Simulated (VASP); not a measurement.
# Bi2Se3 (P-1) in VASP: electric field gradients with PBEsol

Aim: the electric field gradients of Bi2Se3 with PBEsol.

All numbers are computed with VASP 6.6.1; they aren't measurements. Logs are shortened: lines on timing, memory, paths and dates and some standing lists are left out, and cuts for length are marked.

**1. The cell of the first run**

The typed cell holds 5 atoms: a = 9.773 Å, b = 9.863 Å, c = 9.888 Å, α = 24.43°, β = 24.11°, γ = 24.36°.

**2. Electric field gradients, PBEsol (equal xy, yz and zx shear strains of -2 %)**

INCAR

```
SYSTEM = Bi2Se3
ALGO = Normal ; EDIFF = 1E-8
ENCUT = 520 ; GGA = PS
ISIF = 2 ; ISMEAR = -1
LASPH = .True. ; LCHARG = .False.
LEFG = .True. ; LREAL = .False.
LWAVE = .False. ; NBANDS = 32
NELM = 80 ; PREC = Accurate
SIGMA = 0.03
```

KPOINTS

```
k-points
0
Gamma
  6 6 6
  0 0 0
```

POSCAR

```
Bi2Se3
1.0
    1.9640861900      1.0798123836      9.5126552003
   -2.1789124036      1.1212423696      9.5540851862
   -0.0715336865     -2.4874146533      9.5692496135
Bi Se
2 3
Direct
    0.4008000000      0.4008000000      0.4008000000
    0.5992000000      0.5992000000      0.5992000000
    0.0000000000      0.0000000000      0.0000000000
    0.2117000000      0.2117000000      0.2117000000
    0.7883000000      0.7883000000      0.7883000000
```

Potentials or basis: VASP PAW PBE potentials, release 64 (Bi_d, Se).

On the command line:

```
cat potpaw_PBE.64/Bi_d/POTCAR potpaw_PBE.64/Se/POTCAR > POTCAR
mpirun -np 1 vasp_std > vasp.out
```

OUTCAR:

```text
SYSTEM = Bi2Se3
   EDIFF = 1E-8
   ENCUT = 520
   GGA = PS
   ISIF = 2
   ISMEAR = -1
   LASPH = .True.
   LREAL = .False.
   NELM = 80
   PREC = Accurate

 ion  position               nearest neighbor table
   1  0.401  0.401  0.401-   5 2.83   5 2.86   5 2.87   3 3.04   3 3.08   3 3.10
   2  0.599  0.599  0.599-   4 2.83   4 2.86   4 2.87   3 3.04   3 3.08   3 3.10
   3  0.000  0.000  0.000-   2 3.04   1 3.04   2 3.08   1 3.08   2 3.10   1 3.10
   4  0.212  0.212  0.212-   2 2.83   2 2.86   2 2.87
   5  0.788  0.788  0.788-   1 2.83   1 2.86   1 2.87

  LATTYP: Found a triclinic cell.
 ALAT       =     7.1766016123
 B/A-ratio  =     0.5823030309
 C/A-ratio  =     1.5014694789
 COS(alpha) =     0.0020174173
 COS(beta)  =     0.2319807137
 COS(gamma) =     0.8685228474

  Lattice vectors:

 A1 = (   0.0717588406,  -7.1758840598,   0.0717588405)
 A2 = (   2.1073787171,  -3.6086570229,   0.0151644273)
 A3 = (  -4.2145322801,  -2.4459846673,   9.6106795994)

Analysis of symmetry for initial positions (statically):
=====================================================================
 Subroutine PRICEL returns:
 Original cell was already a primitive cell.

 Routine SETGRP: Setting up the symmetry group for a
 triclinic supercell.

 Subroutine GETGRP returns: Found  2 space group operations
 (whereof  2 operations were pure point group operations)
 out of a pool of  2 trial point group operations.

The static configuration has the point symmetry S_2 .

Analysis of symmetry for dynamics (positions and initial velocities):
=====================================================================
 Subroutine PRICEL returns:
 Original cell was already a primitive cell.

 Routine SETGRP: Setting up the symmetry group for a
 triclinic supercell.

 Subroutine GETGRP returns: Found  2 space group operations
 (whereof  2 operations were pure point group operations)
 out of a pool of  2 trial point group operations.

The dynamic configuration has the point symmetry S_2 .

 Subroutine INISYM returns: Found  2 space group operations
 (whereof  2 operations are pure point group operations),
 and found     1 'primitive' translations

----------------------------------------------------------------------------------------

                                     Primitive cell

  volume of cell :     141.8469

  direct lattice vectors                    reciprocal lattice vectors
     1.964086190  1.079812384  9.512655200     0.243180568  0.142175204  0.038774648
    -2.178912404  1.121242370  9.554085186    -0.239659114  0.137298035  0.033897480
    -0.071533686 -2.487414653  9.569249614    -0.002463025 -0.278414811  0.032112312

  length of vectors
     9.773138611  9.863335514  9.887511663     0.284348467  0.278273751  0.280271429

  position of ions in fractional coordinates (direct lattice)
     0.400800000  0.400800000  0.400800000
     0.599200000  0.599200000  0.599200000
     0.000000000  0.000000000  0.000000000
     0.211700000  0.211700000  0.211700000
     0.788300000  0.788300000  0.788300000

  ion indices of the primitive-cell ions
   primitive index   ion index
                 1           1
                 2           2
                 3           3
                 4           4
                 5           5

----------------------------------------------------------------------------------------

 KPOINTS: k-points

Automatic generation of k-mesh.
 Grid dimensions read from file:
 generate k-points for:    6    6    6

 Generating k-lattice:

  Cartesian coordinates                     Fractional coordinates (reciprocal lattice)
     0.040530095  0.023695867  0.006462441     0.166666667 -0.000000000  0.000000000
    -0.039943186  0.022883006  0.005649580    -0.000000000  0.166666667  0.000000000
    -0.000410504 -0.046402468  0.005352052    -0.000000000  0.000000000  0.166666667

  Length of vectors
     0.047391411  0.046378959  0.046711905

  Shift w.r.t. Gamma in fractional coordinates (k-lattice)
     0.000000000  0.000000000  0.000000000

 Subroutine IBZKPT returns following result:
 ===========================================

 Found    112 irreducible k-points:

 Following reciprocal coordinates:
            Coordinates               Weight
  0.000000  0.000000  0.000000      1.000000
  0.166667  0.000000 -0.000000      2.000000
  0.333333 -0.000000  0.000000      2.000000
  0.500000  0.000000  0.000000      1.000000
 -0.000000  0.166667  0.000000      2.000000
  0.166667  0.166667  0.000000      2.000000
[... 16 lines left out ...]
  0.333333  0.000000  0.166667      2.000000
  0.500000  0.000000  0.166667      2.000000
 [... further k-points ...]
   k-points           NKPTS =    112   k-points in BZ     NKDIM =    112   number of bands    NBANDS=     32
   number of dos      NEDOS =    301   number of ions     NIONS =      5
   total plane-waves  NPLWV = 512000
   dimension x,y,z NGX =    80 NGY =   80 NGZ =   80
   dimension x,y,z NGXF=   160 NGYF=  160 NGZF=  160
   ions per type =               2   3
   NGX,Y,Z   is equivalent  to a cutoff of  13.61, 13.48, 13.45 a.u.
   NGXF,Y,Z  is equivalent  to a cutoff of  27.22, 26.97, 26.90 a.u.
 SYSTEM =  Bi2Se3
   PREC   = accura    normal or accurate (medium, high low for compatibility)
   ISTART =      0    job   : 0-new  1-cont  2-samecut
   ICHARG =      2    charge: 1-file 2-atom 10-const
   ISPIN  =      1    spin polarized calculation?
   LNONCOLLINEAR =      F non collinear calculations
   LSORBIT =      F    spin-orbit coupling
   LASPH  =      T    aspherical Exc in radial PAW
   ENCUT  =  520.0 eV  38.22 Ry    6.18 a.u.  18.17 18.34 18.38*2*pi/ulx,y,z
   NELM   =     80;   NELMIN=  2; NELMDL= -5     # of ELM steps
   EDIFF  = 0.1E-07   stopping-criterion for ELM
   LREAL  =      F    real-space projection
   EDIFFG = 0.1E-06   stopping-criterion for IOM
   NSW    =      0    number of steps for IOM
   IBRION =     -1    ionic relax: 0-MD 1-quasi-New 2-CG
   NFREE  =      0    steps in history (QN), initial steepest desc. (CG)
   ISIF   =      2    stress and relaxation
   ISYM   =      2    0-nonsym 1-usesym 2-fastsym
   POTIM  = 0.5000    time-step for ionic-motion
   TEBEG  =    0.0;   TEEND  =   0.0 temperature during run
   PSTRESS=    0.0 pullay stress
   NELECT =      48.0000    total number of electrons
   NUPDOWN=      -1.0000    fix difference up-down
   EMIN   =  10.00;   EMAX   =-10.00  energy-range for DOS
   EFERMI =   0.00;   METHOD = LEGACY
   ISMEAR =    -1;   SIGMA  =   0.03  broadening in eV -4-tet -1-fermi 0-gaus
   EFERMI_NEDOS =   21; number of points for ismear=-14 and -15
   IALGO  =     38    algorithm
   IMIX   =      4    mixing-type and parameters
     AMIX     =   0.40;   BMIX     =  1.00
     AMIX_MAG =   1.60;   BMIX_MAG =  1.00
  volume/ion in A,a.u.               =      28.37       191.45
  Fermi-wavevector in a.u.,A,eV,Ry     =   1.140815  2.155828 17.707425  1.301459
  Thomas-Fermi vector in A             =   2.277516
   LORBIT       =      0    0 simple, 1 ext, 2 COOP (PROOUT), +10 PAW based schemes
   GGA     = PS    functional components
   LHFCALC =     F    Hartree Fock is set to
   AEXX    =    0.0000 exact exchange contribution
   IVDW    =     0    specifies the selected vdW correction
   LEPSILON=     F    determine dielectric tensor
   LRPA    =     F    only Hartree local field effects (RPA)
 non-spin polarized calculation
  energy-cutoff  :      520.00
  volume of cell :      141.85
 maximum number of plane-waves:      3845
 NGX is ok and might be reduce to    80
   NGX = 37   NGY = 37   NGZ = 37

 number of electron      47.9999997 magnetization

 Free energy of the ion-electron system (eV)
  ---------------------------------------------------
  ext. energy  EPLUGINS =         0.00000000
  ---------------------------------------------------
  free energy    TOTEN  =       -22.03244545 eV

  energy without entropy =      -22.03226419  energy(sigma->0) =      -22.03235482

 E-fermi :   4.8923     XC(G=0):  -9.6828

 val. band max:        4.8258247268   @ k =   0.0000   0.0000   0.0000
 cond. band min:       4.9587651264   @ k =   0.0000   0.0000   0.0000
 fundamental gap:      0.1329403996
 Fermi energy:         4.8922970370

 k-point     1 :       0.0000    0.0000    0.0000
  band No.  band energies     occupation
      1     -18.2057      2.00000
      2     -18.2038      2.00000
      3     -18.2027      2.00000
      4     -18.2015      2.00000
      5     -18.1915      2.00000
      6     -18.1897      2.00000
[... 24 lines left out ...]
     31      10.5785      0.00000
     32      11.6025      0.00000

 k-point     2 :       0.1667    0.0000   -0.0000
  band No.  band energies     occupation
      1     -18.2070      2.00000
      2     -18.2043      2.00000
      3     -18.1980      2.00000
      4     -18.1962      2.00000
      5     -18.1897      2.00000
      6     -18.1873      2.00000
[... 24 lines left out ...]
     31       9.8816      0.00000
     32      10.7190      0.00000

 k-point     3 :       0.3333   -0.0000    0.0000
  band No.  band energies     occupation
      1     -18.2178      2.00000
      2     -18.2130      2.00000
      3     -18.1923      2.00000
      4     -18.1896      2.00000
      5     -18.1892      2.00000
      6     -18.1864      2.00000
[... 24 lines left out ...]
     31       9.1542      0.00000
     32      11.3420      0.00000

 k-point     4 :       0.5000    0.0000    0.0000
  band No.  band energies     occupation
      1     -18.2240      2.00000
      2     -18.2181      2.00000
      3     -18.1947      2.00000
      4     -18.1913      2.00000
      5     -18.1893      2.00000
      6     -18.1848      2.00000
[... 654 lines left out ...]
     31       9.9726      0.00000
     32      10.6370      0.00000

 k-point    23 :       0.3333    0.0000    0.1667
  band No.  band energies     occupation
      1     -18.2130      2.00000
      2     -18.2103      2.00000
      3     -18.1920      2.00000
      4     -18.1912      2.00000
      5     -18.1876      2.00000
      6     -18.1867      2.00000
[... 24 lines left out ...]
     31       9.9184      0.00000
     32       9.9230      0.00000

 k-point    24 :       0.5000    0.0000    0.1667
  band No.  band energies     occupation
      1     -18.2176      2.00000
      2     -18.2132      2.00000
      3     -18.1938      2.00000
      4     -18.1897      2.00000
      5     -18.1885      2.00000
      6     -18.1877      2.00000
[... 24 lines left out ...]
     31       9.7442      0.00000
     32      10.6630      0.00000

 [... further k-points ...]

------------------------ aborting loop because EDIFF is reached ----------------------------------------

  FORCE on cell =-STRESS in cart. coord.  units (eV):
  Direction    XX          YY          ZZ          XY          YZ          ZX
  --------------------------------------------------------------------------------------
  -------------------------------------------------------------------------------------
  Total       -0.7751145      0.2939215     -0.1997261      0.1687307      1.0479645      0.4962960
  in kB       -8.7550068      3.3198762     -2.2559287      1.9058323     11.8368786      5.6057197
  external PRESSURE =      -2.5636864 kB  Pullay stress =       0.0000000 kB

 VOLUME and BASIS-vectors are now :
 -----------------------------------------------------------------------------
  energy-cutoff  :      520.00
  volume of cell :      141.85
      direct lattice vectors                 reciprocal lattice vectors
     1.964086190  1.079812384  9.512655200     0.243180568  0.142175204  0.038774648
    -2.178912404  1.121242370  9.554085186    -0.239659114  0.137298035  0.033897480
    -0.071533686 -2.487414653  9.569249614    -0.002463025 -0.278414811  0.032112312

 POSITION                                       TOTAL-FORCE (eV/Angst)
 -----------------------------------------------------------------------------------
     -0.11477     -0.11477     11.47730        -0.033998     -0.068515     -0.188164
     -0.17159     -0.17159     17.15869         0.033998      0.068515      0.188164
      0.00000      0.00000      0.00000        -0.000000     -0.000000     -0.000000
     -0.06062     -0.06062      6.06224        -0.079063     -0.163974     -0.100813
     -0.22574     -0.22574     22.57375         0.079063      0.163974      0.100813
 -----------------------------------------------------------------------------------
    total drift:                                0.000000      0.000000     -0.000000

  FREE ENERGIE OF THE ION-ELECTRON SYSTEM (eV)
  ---------------------------------------------------
  free  energy   TOTEN  =       -22.0324454517 eV

  energy  without entropy=      -22.0322641923  energy(sigma->0) =      -22.03235482

 Electric field gradients (V/A^2)
---------------------------------------------------------------------
 ion       V_xx      V_yy      V_zz      V_xy      V_xz      V_yz
---------------------------------------------------------------------
   1      21.065   -24.768     3.702     1.708   -10.290   -35.425
   2      21.065   -24.768     3.702     1.708   -10.290   -35.425
   3     -36.558   -36.034    72.592    -9.547    -6.448    -7.080
   4       7.547     5.147   -12.694    -5.755    -8.880    -9.090
   5       7.547     5.147   -12.694    -5.755    -8.880    -9.090
---------------------------------------------------------------------

 Electric field gradients after diagonalization (V/A^2)
 (convention: |V_zz| > |V_xx| > |V_yy|)
----------------------------------------------------------------------
 ion       V_xx      V_yy      V_zz     asymmetry (V_yy - V_xx)/ V_zz
----------------------------------------------------------------------
   1      34.468    14.516   -48.985       0.407
   2      34.468    14.516   -48.985       0.407
   3     -46.613   -26.749    73.362       0.271
   4      12.342     8.065   -20.407       0.210
   5      12.342     8.065   -20.407       0.210
----------------------------------------------------------------------

           NMR quadrupolar parameters

 Cq : quadrupolar parameter    Cq=e*Q*V_zz/h
 eta: asymmetry parameters     (V_yy - V_xx)/ V_zz
 Q  : nuclear electric quadrupole moment in mb (millibarn)
----------------------------------------------------------------------
 ion       Cq(MHz)       eta       Q (mb)
----------------------------------------------------------------------
   1      -0.118       0.407       1.000
   2      -0.118       0.407       1.000
   3       0.177       0.271       1.000
   4      -0.049       0.210       1.000
   5      -0.049       0.210       1.000
----------------------------------------------------------------------
```

Wall time 1.6 h (1 thread of Intel Xeon 8259CL, shared host); peak memory 1.2 GiB.

What came out:

```yaml
Free_energy: -22.0324 eV
Pressure: -0.3 GPa
Largest_force: 0.208 eV/Å
Band_gap_on_the_k_mesh: 0.13 eV
Largest_electric_field_gradient_by_atom: Bi -49.0; Se +73.4, -20.4 (each value once) V/Å²
```

Forces in eV/Å, atoms in the order of the input:
```
Bi  -0.034 -0.069 -0.188
Bi   0.034  0.069  0.188
Se   0.000  0.000  0.000
Se  -0.079 -0.164 -0.101
Se   0.079  0.164  0.101
```

Stress tensor (GPa, compression positive):
```
-0.88  0.19  0.56
 0.19  0.33  1.18
 0.56  1.18 -0.23
```

Electric field gradients, principal values (V/Å²):
```tsv
atom	least	middle	greatest (by size)
1 Bi	14.516	34.468	-48.985
2 Bi	14.516	34.468	-48.985
3 Se	-26.749	-46.613	73.362
4 Se	8.065	12.342	-20.407
5 Se	8.065	12.342	-20.407
```

Caveat: the cell differs from its parent crystal (equal xy, yz and zx shear strains of -2 %); without QUAD_EFG the Cq values of the log hold for a quadrupole moment of 1 mb, not for the nuclei; the PAW data sets were made with another functional, which shifts forces and pressure a little; spin-orbit coupling is left out, which moves the levels of the heavy elements. A k mesh can miss the band edges.
